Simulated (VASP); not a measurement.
Pt: single point with LDA

Pt:

```
Pt
1.0
     0.00000    1.95600    1.95600
     1.95600    0.00000    1.95600
     1.95600    1.95600    0.00000
Pt
1
Direct
  0.00000 0.00000 0.00000
```

| Quantity | Value |
| --- | --- |
| Program | VASP 6.6.1 |
| Task | single point |
| Functional | LDA |
| Potentials or basis | VASP PAW LDA potentials, release 64 (Pt) |
| Cutoff | 500 eV |
| k mesh | 13 × 13 × 13 |
| Occupations | methfessel-paxton, width 0.05 eV |
| Spin | no spin polarisation |
| Dipole correction | no |
| Further INCAR settings | ALGO = Normal; EDIFF = 1e-06; NBANDS = 11 |

- Pressure: -3.6 GPa
- Band gap on the k mesh: zero (band 5 reaches 11.71 eV, above the bottom of band 6 at 9.52 eV)

Levels at points of the mesh, in eV from the Fermi level:
```csv
k point,band 2,band 3,band 4,band 5,band 6,band 7,band 8,band 9
"(0.00, 0.00, 0.00)",-3.87,-3.87,-3.87,-1.65,-1.65,14.60,19.57,19.57
```

Wall time 6.3 s on 1 thread of Intel(R) Xeon(R) 6975P-C (Granite Rapids), on a shared host, peak memory 0.12 GiB.

Caveat: spin-orbit coupling is left out, which moves the levels of the heavy elements.
